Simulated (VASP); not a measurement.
# In2Ga (Fd-3m) in VASP: single point with PBE

Aim: the single point of In2Ga with PBE.

Everything below comes from runs of VASP 6.6.1. Logs are shortened: lines on timing, memory, paths and dates and some standing lists are left out, and cuts for length are marked.

## 1. The cell of the first run

The structure is cubic, space group Fd-3m (No. 227). Conventional cell: a = 8.675 Å, b = 8.675 Å, c = 8.675 Å, α = 90.00°, β = 90.00°, γ = 90.00°. In (site symmetry -3m) has 6 In at 3.07 Å and 6 Ga at 3.60 Å within 4.0 Å. Within 4.7 Å of Ga (site symmetry -43m) lie 12 In at 3.60 Å and 4 Ga at 3.76 Å.

## 2. Single point, PBE

Input file INCAR:

```
SYSTEM = In2Ga
  PREC = Accurate
  ENCUT = 520
  EDIFF = 1E-6
  ISMEAR = 0
  SIGMA = 0.1
  LREAL = .FALSE.
  LASPH = .TRUE.
  NELM = 80
  ALGO = Fast
  ISIF = 2
  LWAVE = .FALSE.
  LCHARG = .FALSE.
  GGA = PE
  NBANDS = 48
```

Input file KPOINTS:

```
regular mesh
0
G
  4 4 4
  0 0 0
```

Input file POSCAR:

```
In2Ga
1.0
    0.0000000000      4.3376984446      4.3376984446
    4.3376984446      0.0000000000      4.3376984446
    4.3376984446      4.3376984446      0.0000000000
In Ga
4 2
Direct
    0.6250000000      0.6250000000      0.6250000000
    0.1250000000      0.6250000000      0.6250000000
    0.6250000000      0.6250000000      0.1250000000
    0.6250000000      0.1250000000      0.6250000000
    0.0000000000      0.0000000000      0.0000000000
    0.2500000000      0.2500000000      0.2500000000
```

Potentials or basis: VASP PAW PBE potentials, release 64 (In_d, Ga_d).

On the command line:

```sh
> cat potpaw_PBE.64/In_d/POTCAR potpaw_PBE.64/Ga_d/POTCAR > POTCAR
> mpirun -np 1 vasp_std > vasp.out
```

OUTCAR:

```text
SYSTEM = In2Ga
   PREC = Accurate
   ENCUT = 520
   EDIFF = 1E-6
   ISMEAR = 0
   LREAL = .FALSE.
   LASPH = .TRUE.
   NELM = 80
   ISIF = 2
   GGA = PE

 ion  position               nearest neighbor table
   1  0.625  0.625  0.625-   2 3.07   3 3.07   4 3.07   3 3.07   4 3.07   2 3.07
   2  0.125  0.625  0.625-   1 3.07   3 3.07   4 3.07   1 3.07   3 3.07   4 3.07
   3  0.625  0.625  0.125-   1 3.07   1 3.07   2 3.07   4 3.07   4 3.07   2 3.07
   4  0.625  0.125  0.625-   1 3.07   3 3.07   1 3.07   2 3.07   3 3.07   2 3.07
   5  0.000  0.000  0.000-
   6  0.250  0.250  0.250-

  LATTYP: Found a face centered cubic cell.
 ALAT       =     8.6753968892

  Lattice vectors:

 A1 = (   0.0000000000,   4.3376984446,   4.3376984446)
 A2 = (   4.3376984446,   0.0000000000,   4.3376984446)
 A3 = (   4.3376984446,   4.3376984446,   0.0000000000)

Analysis of symmetry for initial positions (statically):
=====================================================================
 Subroutine PRICEL returns:
 Original cell was already a primitive cell.

 Routine SETGRP: Setting up the symmetry group for a
 face centered cubic supercell.

 Subroutine GETGRP returns: Found 48 space group operations
 (whereof 24 operations were pure point group operations)
 out of a pool of 48 trial point group operations.

The static configuration has the point symmetry T_d .
 The point group associated with its full space group is O_h .

Analysis of symmetry for dynamics (positions and initial velocities):
=====================================================================
 Subroutine PRICEL returns:
 Original cell was already a primitive cell.

 Routine SETGRP: Setting up the symmetry group for a
 face centered cubic supercell.

 Subroutine GETGRP returns: Found 48 space group operations
 (whereof 24 operations were pure point group operations)
 out of a pool of 48 trial point group operations.

The dynamic configuration has the point symmetry T_d .
 The point group associated with its full space group is O_h .

 Subroutine INISYM returns: Found 48 space group operations
 (whereof 24 operations are pure point group operations),
 and found     1 'primitive' translations

----------------------------------------------------------------------------------------

                                     Primitive cell

  volume of cell :     163.2330

  direct lattice vectors                    reciprocal lattice vectors
     0.000000000  4.337698445  4.337698445    -0.115268502  0.115268502  0.115268502
     4.337698445  0.000000000  4.337698445     0.115268502 -0.115268502  0.115268502
     4.337698445  4.337698445  0.000000000     0.115268502  0.115268502 -0.115268502

  length of vectors
     6.134431970  6.134431970  6.134431970     0.199650901  0.199650901  0.199650901

  position of ions in fractional coordinates (direct lattice)
     0.625000000  0.625000000  0.625000000
     0.125000000  0.625000000  0.625000000
     0.625000000  0.625000000  0.125000000
     0.625000000  0.125000000  0.625000000
     0.000000000  0.000000000  0.000000000
     0.250000000  0.250000000  0.250000000

  ion indices of the primitive-cell ions
   primitive index   ion index
                 1           1
                 2           2
                 3           3
                 4           4
                 5           5
                 6           6

----------------------------------------------------------------------------------------

 KPOINTS: regular mesh

Automatic generation of k-mesh.
 Grid dimensions read from file:
 generate k-points for:    4    4    4

 Generating k-lattice:

  Cartesian coordinates                     Fractional coordinates (reciprocal lattice)
    -0.028817125  0.028817125  0.028817125     0.250000000  0.000000000  0.000000000
     0.028817125 -0.028817125  0.028817125     0.000000000  0.250000000  0.000000000
     0.028817125  0.028817125 -0.028817125     0.000000000  0.000000000  0.250000000

  Length of vectors
     0.049912725  0.049912725  0.049912725

  Shift w.r.t. Gamma in fractional coordinates (k-lattice)
     0.000000000  0.000000000  0.000000000

 Subroutine IBZKPT returns following result:
 ===========================================

 Found      8 irreducible k-points:

 Following reciprocal coordinates:
            Coordinates               Weight
  0.000000  0.000000  0.000000      1.000000
  0.250000  0.000000  0.000000      8.000000
  0.500000  0.000000  0.000000      4.000000
  0.250000  0.250000  0.000000      6.000000
  0.500000  0.250000  0.000000     24.000000
 -0.250000  0.250000  0.000000     12.000000
  0.500000  0.500000  0.000000      3.000000
 -0.250000  0.500000  0.250000      6.000000
   k-points           NKPTS =      8   k-points in BZ     NKDIM =      8   number of bands    NBANDS=     48
   number of dos      NEDOS =    301   number of ions     NIONS =      6
   total plane-waves  NPLWV = 110592
   dimension x,y,z NGX =    48 NGY =   48 NGZ =   48
   dimension x,y,z NGXF=    96 NGYF=   96 NGZF=   96
   ions per type =               4   2
   NGX,Y,Z   is equivalent  to a cutoff of  13.01, 13.01, 13.01 a.u.
   NGXF,Y,Z  is equivalent  to a cutoff of  26.02, 26.02, 26.02 a.u.
 SYSTEM =  In2Ga
   PREC   = accura    normal or accurate (medium, high low for compatibility)
   ISTART =      0    job   : 0-new  1-cont  2-samecut
   ICHARG =      2    charge: 1-file 2-atom 10-const
   ISPIN  =      1    spin polarized calculation?
   LNONCOLLINEAR =      F non collinear calculations
   LSORBIT =      F    spin-orbit coupling
   LASPH  =      T    aspherical Exc in radial PAW
   ENCUT  =  520.0 eV  38.22 Ry    6.18 a.u.  11.41 11.41 11.41*2*pi/ulx,y,z
   NELM   =     80;   NELMIN=  2; NELMDL= -5     # of ELM steps
   EDIFF  = 0.1E-05   stopping-criterion for ELM
   LREAL  =      F    real-space projection
   EDIFFG = 0.1E-04   stopping-criterion for IOM
   NSW    =      0    number of steps for IOM
   IBRION =     -1    ionic relax: 0-MD 1-quasi-New 2-CG
   NFREE  =      0    steps in history (QN), initial steepest desc. (CG)
   ISIF   =      2    stress and relaxation
   ISYM   =      2    0-nonsym 1-usesym 2-fastsym
   POTIM  = 0.5000    time-step for ionic-motion
   TEBEG  =    0.0;   TEEND  =   0.0 temperature during run
   PSTRESS=    0.0 pullay stress
   NELECT =      78.0000    total number of electrons
   NUPDOWN=      -1.0000    fix difference up-down
   EMIN   =  10.00;   EMAX   =-10.00  energy-range for DOS
   EFERMI =   0.00;   METHOD = LEGACY
   ISMEAR =     0;   SIGMA  =   0.10  broadening in eV -4-tet -1-fermi 0-gaus
   EFERMI_NEDOS =   21; number of points for ismear=-14 and -15
   IALGO  =     68    algorithm
   IMIX   =      4    mixing-type and parameters
     AMIX     =   0.40;   BMIX     =  1.00
     AMIX_MAG =   1.60;   BMIX_MAG =  1.00
  volume/ion in A,a.u.               =      27.21       183.59
  Fermi-wavevector in a.u.,A,eV,Ry     =   1.279883  2.418629 22.287718  1.638101
  Thomas-Fermi vector in A             =   2.412343
   LORBIT       =      0    0 simple, 1 ext, 2 COOP (PROOUT), +10 PAW based schemes
   GGA     = PE    functional components
   LHFCALC =     F    Hartree Fock is set to
   AEXX    =    0.0000 exact exchange contribution
   IVDW    =     0    specifies the selected vdW correction
   LEPSILON=     F    determine dielectric tensor
   LRPA    =     F    only Hartree local field effects (RPA)
 non-spin polarized calculation
 RMM-DIIS sequential band-by-band and
 Gauss-broadening in eV      SIGMA  =   0.10
  energy-cutoff  :      520.00
  volume of cell :      163.23
 maximum number of plane-waves:      4477
 NGX is ok and might be reduce to    48
   NGX = 23   NGY = 23   NGZ = 23

 number of electron      77.9999950 magnetization

 Free energy of the ion-electron system (eV)
  ---------------------------------------------------
  ext. energy  EPLUGINS =         0.00000000
  ---------------------------------------------------
  free energy    TOTEN  =       -14.97314535 eV

  energy without entropy =      -14.94915839  energy(sigma->0) =      -14.96115187

 E-fermi :   5.4425     XC(G=0):  -9.7812

 val. band max:        5.3419755580   @ k =   0.5000   0.2500   0.0000
 cond. band min:       5.4527161949   @ k =   0.2500   0.2500   0.0000
 fundamental gap:      0.1107406369
 Fermi energy:         5.4425453058

 k-point     1 :       0.0000    0.0000    0.0000
  band No.  band energies     occupation
      1      -9.4901      2.00000
      2      -9.2786      2.00000
      3      -9.2786      2.00000
      4      -9.2786      2.00000
      5      -9.2439      2.00000
      6      -9.2439      2.00000
[... 40 lines left out ...]
     47      10.9446      0.00000
     48      10.9446      0.00000

 k-point     2 :       0.2500    0.0000    0.0000
  band No.  band energies     occupation
      1      -9.4244      2.00000
      2      -9.2526      2.00000
      3      -9.2526      2.00000
      4      -9.2506      2.00000
      5      -9.2207      2.00000
      6      -9.2207      2.00000
[... 40 lines left out ...]
     47       9.9624      0.00000
     48       9.9624      0.00000

 k-point     3 :       0.5000    0.0000    0.0000
  band No.  band energies     occupation
      1      -9.3637      2.00000
      2      -9.2356      2.00000
      3      -9.2356      2.00000
      4      -9.2308      2.00000
      5      -9.2216      2.00000
      6      -9.2216      2.00000
[... 40 lines left out ...]
     47      10.3557      0.00000
     48      10.4416      0.00000

 k-point     4 :       0.2500    0.2500    0.0000
  band No.  band energies     occupation
      1      -9.3940      2.00000
      2      -9.2594      2.00000
      3      -9.2278      2.00000
      4      -9.2278      2.00000
      5      -9.2254      2.00000
      6      -9.2169      2.00000
[... 40 lines left out ...]
     47       9.6805      0.00000
     48       9.8110      0.00000

 k-point     5 :       0.5000    0.2500    0.0000
  band No.  band energies     occupation
      1      -9.3047      2.00000
      2      -9.2311      2.00000
      3      -9.2262      2.00000
      4      -9.2233      2.00000
      5      -9.2223      2.00000
      6      -9.2185      2.00000
[... 40 lines left out ...]
     47       9.6124      0.00000
     48      10.3106      0.00000

 k-point     6 :      -0.2500    0.2500    0.0000
  band No.  band energies     occupation
      1      -9.3381      2.00000
      2      -9.2322      2.00000
      3      -9.2318      2.00000
      4      -9.2271      2.00000
      5      -9.2213      2.00000
      6      -9.2183      2.00000
[... 40 lines left out ...]
     47      10.1704      0.00000
     48      10.4017      0.00000

 k-point     7 :       0.5000    0.5000    0.0000
  band No.  band energies     occupation
      1      -9.2551      2.00000
      2      -9.2551      2.00000
      3      -9.2255      2.00000
      4      -9.2255      2.00000
      5      -9.2254      2.00000
      6      -9.2254      2.00000
[... 40 lines left out ...]
     47       9.3889      0.00000
     48       9.4161      0.00000

 k-point     8 :      -0.2500    0.5000    0.2500
  band No.  band energies     occupation
      1      -9.2276      2.00000
      2      -9.2276      2.00000
      3      -9.2254      2.00000
      4      -9.2254      2.00000
      5      -9.2171      2.00000
      6      -9.2171      2.00000
[... 40 lines left out ...]
     47      10.8047      0.00000
     48      10.8775      0.00000

------------------------ aborting loop because EDIFF is reached ----------------------------------------

  FORCE on cell =-STRESS in cart. coord.  units (eV):
  Direction    XX          YY          ZZ          XY          YZ          ZX
  --------------------------------------------------------------------------------------
  -------------------------------------------------------------------------------------
  Total       -0.0238105     -0.0238105     -0.0238105      0.0000000     -0.0000000      0.0000000
  in kB       -0.2337069     -0.2337069     -0.2337069      0.0000000     -0.0000000      0.0000000
  external PRESSURE =      -0.2337069 kB  Pullay stress =       0.0000000 kB

 VOLUME and BASIS-vectors are now :
 -----------------------------------------------------------------------------
  energy-cutoff  :      520.00
  volume of cell :      163.23
      direct lattice vectors                 reciprocal lattice vectors
     0.000000000  4.337698445  4.337698445    -0.115268502  0.115268502  0.115268502
     4.337698445  0.000000000  4.337698445     0.115268502 -0.115268502  0.115268502
     4.337698445  4.337698445  0.000000000     0.115268502  0.115268502 -0.115268502

 POSITION                                       TOTAL-FORCE (eV/Angst)
 -----------------------------------------------------------------------------------
      5.42212      5.42212      5.42212         0.000000      0.000000      0.000000
      5.42212      3.25327      3.25327         0.000000      0.000000      0.000000
      3.25327      3.25327      5.42212         0.000000      0.000000      0.000000
      3.25327      5.42212      3.25327        -0.000000      0.000000      0.000000
      0.00000      0.00000      0.00000        -0.000000     -0.000000     -0.000000
      2.16885      2.16885      2.16885         0.000000      0.000000      0.000000
 -----------------------------------------------------------------------------------
    total drift:                                0.000000      0.000000      0.000000

  FREE ENERGIE OF THE ION-ELECTRON SYSTEM (eV)
  ---------------------------------------------------
  free  energy   TOTEN  =       -14.9731453521 eV

  energy  without entropy=      -14.9491583870  energy(sigma->0) =      -14.96115187
```

It took 63 s on 1 thread of Intel Xeon 6975P-C (Granite Rapids), shared host; peak memory 0.33 GiB.

What came out:

* Free energy: -14.9731 eV
* Pressure: 0.0 GPa
* Band gap on the k mesh: zero (band 39 reaches 7.26 eV, above the bottom of band 40 at 3.60 eV)

Levels at points of the mesh, in eV from the Fermi level:
```tsv
k point	band 37	band 38	band 39	band 40	band 41	band 42
(0.00, 0.00, 0.00)	-2.42	-1.84	-1.84	-1.84	0.46	0.46
(0.50, 0.00, 0.00)	-1.83	-1.83	-0.61	1.50	1.72	1.72
(0.50, 0.50, 0.00)	0.44	0.44	1.46	1.46	2.44	2.44
```

Caveat: spin-orbit coupling is left out, which moves the levels of the heavy elements.
